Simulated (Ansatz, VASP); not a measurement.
# Two plane-wave programs on Ge

```
Ge
1.0
     0.00000    2.88439    2.88439
     2.88439    0.00000    2.88439
     2.88439    2.88439    0.00000
Ge
2
Direct
  0.75000 0.75000 0.75000
  0.50000 0.50000 0.50000
```

Alike in both runs: task single point; functional PBEsol; dispersion D4; k mesh 8 × 8 × 8; occupations fermi-dirac, width 0.05 eV; no spin polarisation.

|  | VASP | Ansatz |
| --- | --- | --- |
| version | VASP 6.6.1 | Ansatz 0.2.0 |
| potentials or method | VASP PAW PBE potentials, release 64 (Ge_d) | Ansatz PAW |
| plane-wave cutoff (eV) | 520 | 420 |
| valence electrons in the cell | 28 | 28 |

```tsv
	VASP	Ansatz	Ansatz less VASP
gap on the k mesh at the Fermi level (eV)	none	none	-
pressure (GPa)	-4.0	-4.0	+0.08
```

VASP's potentials were made for PBE, not for PBEsol. A gap of «none» marks a metal or a gap that the smearing closes.
